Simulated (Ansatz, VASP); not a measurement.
Ti12H: VASP beside Ansatz

```
Ti H
1.0
     5.90000    0.00000    0.00000
    -4.42500    7.66432    0.00000
     0.00000    0.00000    4.68460
Ti H
12 1
Cartesian
  -0.0026 0.0196 -0.0033
  -0.0081 1.6997 2.3538
  -1.4815 2.5432 -0.0113
  -1.4771 4.2227 2.3321
  -2.9826 5.0907 -0.0110
  -2.9905 6.8334 2.3410
  2.9463 0.0320 0.0064
  2.9514 1.7157 2.3475
  1.4764 2.5583 -0.0188
  1.4705 4.2396 2.3386
  0.0334 5.0902 -0.0054
  0.0344 6.8355 2.3512
  -1.4878 5.9624 1.1631
```

Alike in both runs: functional PBE; dispersion D3(BJ); k mesh 3 × 2 × 4; occupations gaussian, width 0.15 eV; no spin polarisation.

Ansatz relaxed the structure, and its values are those at the end. VASP's run is a single point on that final structure, the one shown.

```csv
,VASP,Ansatz
version,VASP 6.6.1,Ansatz 0.2.0
potentials or method,"VASP PAW PBE potentials, release 64 (Ti_sv, H), cutoff 520 eV","scalar-relativistic, plane waves, PAW"
valence electrons in the cell,145,145
```

Ansatz gave:

- rms of the force components (eV/Å): 0.012

Which values does VASP return?

rms of the force components (eV/Å): 0.013.

The k mesh is coarse, so the values compare programs but aren't converged.
